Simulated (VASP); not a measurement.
# PtSe2 (Sudovikovite) (P-3m1) in VASP: notebook

PtSe2 (Sudovikovite) is run at these levels: PBE+D3(BJ); tasks: single point.

Program: VASP 6.6.1. These are calculated values, not measurements. Logs are shortened: lines on timing, memory, paths and dates and some standing lists are left out, and cuts for length are marked.

## Step 1: The cell of the first run

It takes space group P-3m1 (No. 164, trigonal). Conventional cell: a = 3.569 Å, b = 3.569 Å, c = 4.851 Å, α = 90.00°, β = 90.00°, γ = 120.00°. Pt (site symmetry -3m) has 6 Se at 2.39 Å within 3.2 Å. Within 3.2 Å of Se (site symmetry 3m) lie 3 Pt at 2.39 Å and 6 Se at 3.18 Å.

## Step 2: Single point, PBE+D3(BJ)

Contents of INCAR:

```
PREC     = Accurate       # precision mode
ENCUT    = 520            # plane-wave cutoff, eV
EDIFF    = 1E-7           # SCF threshold, eV
ISMEAR   = -1             # smearing method
SIGMA    = 0.15           # smearing width, eV
LREAL    = F              # projectors in reciprocal space
LASPH    = T              # aspherical terms in the spheres
NELM     = 80             # most SCF steps
ALGO     = Normal         # electronic algorithm
ISIF     = 2              # what is computed and relaxed
LWAVE    = F              # write WAVECAR
LCHARG   = F              # write CHGCAR
GGA      = PE             # functional
IVDW     = 12             # dispersion correction
NBANDS   = 18             # bands
```

Contents of KPOINTS:

```
regular mesh
0
Gamma
  9 9 6
```

Contents of POSCAR:

```
PtSe2
1.0
    3.5686495095      0.0000000000      0.0000000000
   -1.7843247548      3.0905424705      0.0000000000
    0.0000000000      0.0000000000      4.8508334633
Pt Se
1 2
Direct
    0.0000000000      0.0000000000      0.0000000000
    0.3333333333      0.6666666667      0.2500000000
    0.6666666667      0.3333333333      0.7500000000
```

Potentials or basis: VASP PAW PBE potentials, release 64 (Pt, Se).

Command:

```sh
$ cat potpaw_PBE.64/Pt/POTCAR potpaw_PBE.64/Se/POTCAR > POTCAR
$ mpirun -np 1 vasp_std > vasp.out
```

OUTCAR:

```text
PREC = Accurate
   ENCUT = 520
   EDIFF = 1E-7
   ISMEAR = -1
   LREAL = F
   LASPH = T
   NELM = 80
   ISIF = 2
   GGA = PE
   IVDW = 12
 IVDW          = 12

 ion  position               nearest neighbor table
   1  0.000  0.000  0.000-   2 2.39   3 2.39   3 2.39   2 2.39   3 2.39   2 2.39
   2  0.333  0.667  0.250-   1 2.39   1 2.39   1 2.39
   3  0.667  0.333  0.750-   1 2.39   1 2.39   1 2.39

  LATTYP: Found a hexagonal cell.
 ALAT       =     3.5686495095
 C/A-ratio  =     1.3592910849

  Lattice vectors:

 A1 = (   3.5686495095,   0.0000000000,   0.0000000000)
 A2 = (  -1.7843247548,   3.0905424705,   0.0000000000)
 A3 = (   0.0000000000,   0.0000000000,   4.8508334633)

Analysis of symmetry for initial positions (statically):
=====================================================================
 Subroutine PRICEL returns:
 Original cell was already a primitive cell.

 Routine SETGRP: Setting up the symmetry group for a
 hexagonal supercell.

 Subroutine GETGRP returns: Found 12 space group operations
 (whereof 12 operations were pure point group operations)
 out of a pool of 24 trial point group operations.

The static configuration has the point symmetry D_3d.

Analysis of symmetry for dynamics (positions and initial velocities):
=====================================================================
 Subroutine PRICEL returns:
 Original cell was already a primitive cell.

 Routine SETGRP: Setting up the symmetry group for a
 hexagonal supercell.

 Subroutine GETGRP returns: Found 12 space group operations
 (whereof 12 operations were pure point group operations)
 out of a pool of 24 trial point group operations.

The dynamic configuration has the point symmetry D_3d.

 Subroutine INISYM returns: Found 12 space group operations
 (whereof 12 operations are pure point group operations),
 and found     1 'primitive' translations

----------------------------------------------------------------------------------------

                                     Primitive cell

  volume of cell :      53.5001

  direct lattice vectors                    reciprocal lattice vectors
     3.568649510  0.000000000  0.000000000     0.280218048  0.161783895  0.000000000
    -1.784324755  3.090542470  0.000000000     0.000000000  0.323567791  0.000000000
     0.000000000  0.000000000  4.850833463     0.000000000  0.000000000  0.206150140

  length of vectors
     3.568649510  3.568650668  4.850833463     0.323567896  0.323567791  0.206150140

  position of ions in fractional coordinates (direct lattice)
     0.000000000  0.000000000  0.000000000
     0.333333333  0.666666667  0.250000000
     0.666666667  0.333333333  0.750000000

  ion indices of the primitive-cell ions
   primitive index   ion index
                 1           1
                 2           2
                 3           3

----------------------------------------------------------------------------------------

 KPOINTS: regular mesh

Automatic generation of k-mesh.
 Grid dimensions read from file:
 generate k-points for:    9    9    6

 Generating k-lattice:

  Cartesian coordinates                     Fractional coordinates (reciprocal lattice)
     0.031135339  0.017975988  0.000000000     0.111111111  0.000000000  0.000000000
     0.000000000  0.035951977  0.000000000     0.000000000  0.111111111  0.000000000
     0.000000000  0.000000000  0.034358357     0.000000000  0.000000000  0.166666667

  Length of vectors
     0.035951988  0.035951977  0.034358357

  Shift w.r.t. Gamma in fractional coordinates (k-lattice)
     0.000000000  0.000000000  0.000000000

 Subroutine IBZKPT returns following result:
 ===========================================

 Found     62 irreducible k-points:

 Following reciprocal coordinates:
            Coordinates               Weight
  0.000000  0.000000  0.000000      1.000000
  0.111111 -0.000000  0.000000      6.000000
  0.222222 -0.000000  0.000000      6.000000
  0.333333 -0.000000  0.000000      6.000000
  0.444444 -0.000000  0.000000      6.000000
  0.111111  0.111111  0.000000      6.000000
[... 16 lines left out ...]
  0.222222  0.111111  0.166667     12.000000
 -0.111111  0.333333  0.166667     12.000000
 [... further k-points ...]
   k-points           NKPTS =     62   k-points in BZ     NKDIM =     62   number of bands    NBANDS=     18
   number of dos      NEDOS =    301   number of ions     NIONS =      3
   total plane-waves  NPLWV =  28224
   dimension x,y,z NGX =    28 NGY =   28 NGZ =   36
   dimension x,y,z NGXF=    56 NGYF=   56 NGZF=   72
   ions per type =               1   2
   NGX,Y,Z   is equivalent  to a cutoff of  13.04, 13.04, 12.34 a.u.
   NGXF,Y,Z  is equivalent  to a cutoff of  26.09, 26.09, 24.68 a.u.
 SYSTEM =  unknown system
   PREC   = accura    normal or accurate (medium, high low for compatibility)
   ISTART =      0    job   : 0-new  1-cont  2-samecut
   ICHARG =      2    charge: 1-file 2-atom 10-const
   ISPIN  =      1    spin polarized calculation?
   LNONCOLLINEAR =      F non collinear calculations
   LSORBIT =      F    spin-orbit coupling
   LASPH  =      T    aspherical Exc in radial PAW
   ENCUT  =  520.0 eV  38.22 Ry    6.18 a.u.   6.64  6.64  9.02*2*pi/ulx,y,z
   NELM   =     80;   NELMIN=  2; NELMDL= -5     # of ELM steps
   EDIFF  = 0.1E-06   stopping-criterion for ELM
   LREAL  =      F    real-space projection
   EDIFFG = 0.1E-05   stopping-criterion for IOM
   NSW    =      0    number of steps for IOM
   IBRION =     -1    ionic relax: 0-MD 1-quasi-New 2-CG
   NFREE  =      0    steps in history (QN), initial steepest desc. (CG)
   ISIF   =      2    stress and relaxation
   ISYM   =      2    0-nonsym 1-usesym 2-fastsym
   POTIM  = 0.5000    time-step for ionic-motion
   TEBEG  =    0.0;   TEEND  =   0.0 temperature during run
   PSTRESS=    0.0 pullay stress
   NELECT =      22.0000    total number of electrons
   NUPDOWN=      -1.0000    fix difference up-down
   EMIN   =  10.00;   EMAX   =-10.00  energy-range for DOS
   EFERMI =   0.00;   METHOD = LEGACY
   ISMEAR =    -1;   SIGMA  =   0.15  broadening in eV -4-tet -1-fermi 0-gaus
   EFERMI_NEDOS =   21; number of points for ismear=-14 and -15
   IALGO  =     38    algorithm
   IMIX   =      4    mixing-type and parameters
     AMIX     =   0.40;   BMIX     =  1.00
     AMIX_MAG =   1.60;   BMIX_MAG =  1.00
  volume/ion in A,a.u.               =      17.83       120.35
  Fermi-wavevector in a.u.,A,eV,Ry     =   1.217393  2.300539 20.164450  1.482045
  Thomas-Fermi vector in A             =   2.352715
   LORBIT       =      0    0 simple, 1 ext, 2 COOP (PROOUT), +10 PAW based schemes
   GGA     = PE    functional components
   LHFCALC =     F    Hartree Fock is set to
   AEXX    =    0.0000 exact exchange contribution
   IVDW    =    12    specifies the selected vdW correction
   LEPSILON=     F    determine dielectric tensor
   LRPA    =     F    only Hartree local field effects (RPA)
 non-spin polarized calculation
  energy-cutoff  :      520.00
  volume of cell :       53.50
 maximum number of plane-waves:      1471
 NGX is ok and might be reduce to    28
   NGX = 13   NGY = 13   NGZ = 19

 number of electron      21.9999998 magnetization

 Free energy of the ion-electron system (eV)
  ---------------------------------------------------
  ext. energy  EPLUGINS =         0.00000000
  ---------------------------------------------------
  free energy    TOTEN  =       -13.36641316 eV

  energy without entropy =      -13.31953690  energy(sigma->0) =      -13.34297503

 E-fermi :   8.4127     XC(G=0): -11.2739

 val. band max:        8.2955169132   @ k =   0.0000   0.2222   0.1667
 cond. band min:       8.4596991101   @ k =   0.1111  -0.0000   0.0000
 fundamental gap:      0.1641821969
 Fermi energy:         8.4126597562

 k-point     1 :       0.0000    0.0000    0.0000
  band No.  band energies     occupation
      1      -8.5863      2.00000
      2      -4.9247      2.00000
      3      -0.0113      2.00000
      4       0.7636      2.00000
      5       0.7636      2.00000
      6       3.5648      2.00000
[... 10 lines left out ...]
     17      15.6205      0.00000
     18      20.7182      0.00000

 k-point     2 :       0.1111   -0.0000    0.0000
  band No.  band energies     occupation
      1      -8.4156      2.00000
      2      -5.0293      2.00000
      3       0.1749      2.00000
      4       0.8739      2.00000
      5       0.8967      2.00000
      6       3.3572      2.00000
[... 10 lines left out ...]
     17      16.1678      0.00000
     18      18.6467      0.00000

 k-point     3 :       0.2222   -0.0000    0.0000
  band No.  band energies     occupation
      1      -7.9316      2.00000
      2      -5.2894      2.00000
      3       0.6717      2.00000
      4       1.1562      2.00000
      5       1.2457      2.00000
      6       2.6191      2.00000
[... 10 lines left out ...]
     17      16.8590      0.00000
     18      16.9912      0.00000

 k-point     4 :       0.3333   -0.0000    0.0000
  band No.  band energies     occupation
      1      -7.2327      2.00000
      2      -5.6112      2.00000
      3       0.7785      2.00000
      4       1.4440      2.00000
      5       1.5879      2.00000
      6       2.2576      2.00000
[... 375 lines left out ...]
      4       1.0600      2.00000
      5       1.4985      2.00000
      6       2.9436      2.00000
[... 10 lines left out ...]
     17      16.4332      0.00000
     18      17.4705      0.00000

 k-point    23 :       0.2222    0.1111    0.1667
  band No.  band energies     occupation
      1      -7.3740      2.00000
      2      -5.6761      2.00000
      3       0.8546      2.00000
      4       1.3005      2.00000
      5       1.6732      2.00000
      6       2.4792      2.00000
[... 10 lines left out ...]
     17      17.0472      0.00000
     18      17.3836      0.00000

 k-point    24 :      -0.1111    0.3333    0.1667
  band No.  band energies     occupation
      1      -7.4131      2.00000
      2      -5.5808      2.00000
      3       0.5538      2.00000
      4       1.2063      2.00000
      5       1.8817      2.00000
      6       2.1276      2.00000
[... 10 lines left out ...]
     17      16.4303      0.00000
     18      18.3099      0.00000

 [... further k-points ...]

------------------------ aborting loop because EDIFF is reached ----------------------------------------

 Edisp (eV)   -1.62925

 E8    (eV) :    -0.6980

  FORCE on cell =-STRESS in cart. coord.  units (eV):
  Direction    XX          YY          ZZ          XY          YZ          ZX
  --------------------------------------------------------------------------------------
  -------------------------------------------------------------------------------------
  Total      10.45215    10.45216     6.66178    -0.00000    -0.00000     0.00000
  in kB     313.01225   313.01252   199.50123    -0.00000    -0.00000     0.00000
  external pressure =      275.18 kB  Pullay stress =        0.00 kB

 VOLUME and BASIS-vectors are now :
 -----------------------------------------------------------------------------
  energy-cutoff  :      520.00
  volume of cell :       53.50
      direct lattice vectors                 reciprocal lattice vectors
     3.568649510  0.000000000  0.000000000     0.280218048  0.161783895  0.000000000
    -1.784324755  3.090542470  0.000000000     0.000000000  0.323567791  0.000000000
     0.000000000  0.000000000  4.850833463     0.000000000  0.000000000  0.206150140

 POSITION                                       TOTAL-FORCE (eV/Angst)
 -----------------------------------------------------------------------------------
      0.00000      0.00000      0.00000        -0.000000      0.000000      0.000000
     -0.00000      2.06036      1.21271         0.000000     -0.000000      2.649197
      1.78432      1.03018      3.63813        -0.000000      0.000000     -2.649197
 -----------------------------------------------------------------------------------
    total drift:                               -0.000000     -0.000000     -0.000000

  FREE ENERGIE OF THE ION-ELECTRON SYSTEM (eV)
  ---------------------------------------------------
  free  energy   TOTEN  =       -14.9956604466 eV

  energy  without entropy=      -14.9487841910  energy(sigma->0) =      -14.97222232
```

Wall time 25 s (1 thread of Intel Xeon 6975P-C (Granite Rapids), shared host); peak memory 0.22 GiB.

What came out:

| Item | Value |
| --- | --- |
| Free energy | -14.9957 eV |
| Pressure | 27.5 GPa |
| Largest force | 2.649 eV/Å |
| Band gap on the k mesh | zero (band 11 reaches 8.83 eV, above the bottom of band 12 at 8.48 eV) |
| Dispersion energy per atom | -0.543 eV |

Forces in eV/Å, atoms in the order of the input:
```
Pt   0.000  0.000  0.000
Se   0.000  0.000  2.649
Se   0.000  0.000 -2.649
```

Caveat: three body term missing; spin-orbit coupling is left out, which moves the levels of the heavy elements; pairwise dispersion overbinds metals, which lowers pressure and volume; forces of over 1 eV/Å act on the atoms, so gaps and moduli don't describe the material at rest.

## Step 3: Single point, PBE+D3(BJ)

This run uses another cell than the first one, of 18.64 Å³/atom, 1.045 times its volume.

Contents of INCAR:

```
  PREC = Accurate
  ENCUT = 520
  EDIFF = 1E-6
  ISMEAR = -1
  SIGMA = 0.15
  LREAL = False
  LASPH = True
  NELM = 60
  ALGO = Normal
  ISIF = 2
  LWAVE = False
  LCHARG = False
  GGA = PE
  IVDW = 12
  NBANDS = 18
```

KPOINTS is that of step 2.

Contents of POSCAR:

```
PtSe2
1.0
    3.6219207888      0.0000000000      0.0000000000
   -1.8109603944      3.1366767717      0.0000000000
    0.0000000000      0.0000000000      4.9232446383
Pt Se
1 2
Direct
    0.0000000000      0.0000000000      0.0000000000
    0.3333333333      0.6666666667      0.2500000000
    0.6666666667      0.3333333333      0.7500000000
```

Potentials or basis: VASP PAW PBE potentials, release 64 (Pt, Se).

Command:

```sh
$ cat potpaw_PBE.64/Pt/POTCAR potpaw_PBE.64/Se/POTCAR > POTCAR
$ mpirun -np 1 vasp_std > vasp.out
```

It took 26 s on 1 thread of Intel Xeon 6975P-C (Granite Rapids), shared host; peak memory 0.22 GiB.

Results (log left out):

```
Free energy                : -15.3357 eV
Pressure                   : 17.6 GPa
Largest force              : 1.851 eV/Å
Band gap on the k mesh     : zero (band 11 reaches 8.15 eV, above the bottom of band 12 at 7.78 eV)
Dispersion energy per atom : -0.519 eV
```

Forces on the atoms (eV/Å):
```
Pt   0.000  0.000  0.000
Se   0.000  0.000  1.851
Se   0.000  0.000 -1.851
```

Stress tensor (GPa, compression positive):
```
20.14  0.00  0.00
 0.00 20.14  0.00
 0.00  0.00 12.55
```

Levels at points of the mesh, in eV from the Fermi level:
| k point | band 7 | band 8 | band 9 | band 10 | band 11 | band 12 | band 13 | band 14 | band 15 | band 16 |
| --- | --- | --- | --- | --- | --- | --- | --- | --- | --- | --- |
| (0.00, 0.00, 0.00) | -4.52 | -2.82 | -1.15 | -1.15 | 0.44 | 1.63 | 1.63 | 3.44 | 4.88 | 7.26 |
| (0.00, 0.00, 0.50) | -4.56 | -3.26 | -1.63 | -1.63 | -1.61 | 2.64 | 2.64 | 4.76 | 6.76 | 6.76 |

Caveat: three body term missing; spin-orbit coupling is left out, which moves the levels of the heavy elements; pairwise dispersion overbinds metals, which lowers pressure and volume; forces of over 1 eV/Å act on the atoms, so gaps and moduli don't describe the material at rest.

(Part 1 of 2 ends here.)
